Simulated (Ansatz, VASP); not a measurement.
# Nb in VASP and in Ansatz

The input INCAR:

```
PREC     = Accurate       # precision mode
ENCUT    = 520            # plane-wave cutoff, eV
EDIFF    = 1E-6           # SCF threshold, eV
ISMEAR   = 1              # smearing method
SIGMA    = 0.1            # smearing width, eV
LREAL    = Auto         
LASPH    = T              # aspherical terms in the spheres
NELM     = 60             # most SCF steps
ALGO     = Normal         # electronic algorithm
ISIF     = 2              # what is computed and relaxed
LWAVE    = F              # write WAVECAR
LCHARG   = F              # write CHGCAR
GGA      = PS             # functional
NBANDS   = 230            # bands
```

The input KPOINTS:

```
regular mesh
0
Gamma
  2 2 2
```

Contents of POSCAR:

```
Nb
1.0
    0.0000000000      6.6171497896      6.6171497896
    6.6171497896      0.0000000000      6.6171497896
    6.6171497896      6.6171497896      0.0000000000
Nb
32
Direct
    0.0000000000      0.0000000000      0.0000000000
    0.1250000000      0.1250000000      0.1250000000
    0.2500000000      0.2500000000      0.2500000000
    0.3750000000      0.3750000000      0.3750000000
    0.0000000000      0.0000000000      0.5000000000
    0.1250000000      0.1250000000      0.6250000000
    0.2500000000      0.2500000000      0.7500000000
    0.3750000000      0.3750000000      0.8750000000
    0.0000000000      0.5000000000      0.0000000000
    0.1250000000      0.6250000000      0.1250000000
    0.2500000000      0.7500000000      0.2500000000
    0.3750000000      0.8750000000      0.3750000000
    0.0000000000      0.5000000000      0.5000000000
    0.1250000000      0.6250000000      0.6250000000
    0.2500000000      0.7500000000      0.7500000000
    0.3750000000      0.8750000000      0.8750000000
    0.5000000000      0.0000000000      0.0000000000
    0.6250000000      0.1250000000      0.1250000000
    0.7500000000      0.2500000000      0.2500000000
    0.8750000000      0.3750000000      0.3750000000
    0.5000000000      0.0000000000      0.5000000000
    0.6250000000      0.1250000000      0.6250000000
    0.7500000000      0.2500000000      0.7500000000
    0.8750000000      0.3750000000      0.8750000000
    0.5000000000      0.5000000000      0.0000000000
    0.6250000000      0.6250000000      0.1250000000
    0.7500000000      0.7500000000      0.2500000000
    0.8750000000      0.8750000000      0.3750000000
    0.5000000000      0.5000000000      0.5000000000
    0.6250000000      0.6250000000      0.6250000000
    0.7500000000      0.7500000000      0.7500000000
    0.8750000000      0.8750000000      0.8750000000
```

Input for Ansatz:

```yaml
crystal:
  lattice:
    - [0.0, 6.6171497896, 6.6171497896]
    - [6.6171497896, 0.0, 6.6171497896]
    - [6.6171497896, 6.6171497896, 0.0]
  atoms:
    - { symbol: Nb, position: [0.0, 0.0, 0.0] }
    - { symbol: Nb, position: [0.125, 0.125, 0.125] }
    - { symbol: Nb, position: [0.25, 0.25, 0.25] }
    - { symbol: Nb, position: [0.375, 0.375, 0.375] }
    - { symbol: Nb, position: [0.0, 0.0, 0.5] }
    - { symbol: Nb, position: [0.125, 0.125, 0.625] }
    - { symbol: Nb, position: [0.25, 0.25, 0.75] }
    - { symbol: Nb, position: [0.375, 0.375, 0.875] }
    - { symbol: Nb, position: [0.0, 0.5, 0.0] }
    - { symbol: Nb, position: [0.125, 0.625, 0.125] }
    - { symbol: Nb, position: [0.25, 0.75, 0.25] }
    - { symbol: Nb, position: [0.375, 0.875, 0.375] }
    - { symbol: Nb, position: [0.0, 0.5, 0.5] }
    - { symbol: Nb, position: [0.125, 0.625, 0.625] }
    - { symbol: Nb, position: [0.25, 0.75, 0.75] }
    - { symbol: Nb, position: [0.375, 0.875, 0.875] }
    - { symbol: Nb, position: [0.5, 0.0, 0.0] }
    - { symbol: Nb, position: [0.625, 0.125, 0.125] }
    - { symbol: Nb, position: [0.75, 0.25, 0.25] }
    - { symbol: Nb, position: [0.875, 0.375, 0.375] }
    - { symbol: Nb, position: [0.5, 0.0, 0.5] }
    - { symbol: Nb, position: [0.625, 0.125, 0.625] }
    - { symbol: Nb, position: [0.75, 0.25, 0.75] }
    - { symbol: Nb, position: [0.875, 0.375, 0.875] }
    - { symbol: Nb, position: [0.5, 0.5, 0.0] }
    - { symbol: Nb, position: [0.625, 0.625, 0.125] }
    - { symbol: Nb, position: [0.75, 0.75, 0.25] }
    - { symbol: Nb, position: [0.875, 0.875, 0.375] }
    - { symbol: Nb, position: [0.5, 0.5, 0.5] }
    - { symbol: Nb, position: [0.625, 0.625, 0.625] }
    - { symbol: Nb, position: [0.75, 0.75, 0.75] }
    - { symbol: Nb, position: [0.875, 0.875, 0.875] }
basis:
  ecutwfc: 420
  xc_grid: 2
hamiltonian:
  xc: pbesol
  pseudopotentials: { kind: paw, azcp: { folder: soft_1 } }
kpoints:
  mp_grid: { grid: [2, 2, 2] }
scf:
  occupations: { method: methfessel_paxton, width: 0.1 }
  max_iter: 120
output:
  forces: true
  stress: true
```

Alike in both runs: task single point; functional PBEsol; k mesh 2 × 2 × 2; occupations methfessel-paxton of order 1, width 0.1 eV; no spin polarisation.

```csv
,VASP,Ansatz
version,VASP 6.6.1,Ansatz 0.2.0
potentials or method,"VASP PAW PBE potentials, release 64 (Nb_sv), cutoff 520 eV",plane-wave PAW DFT
valence electrons in the cell,416,416
```

```tsv
	VASP	Ansatz	Ansatz less VASP
pressure (GPa)	-6.5	-6.2	+0.30
```

VASP's potentials were made for PBE, not for PBEsol, and Ansatz warns of the same on its side. The functional is the same, so the differences come from potentials, cutoffs and numerics.

The k mesh is coarse, so the values compare programs but aren't converged.
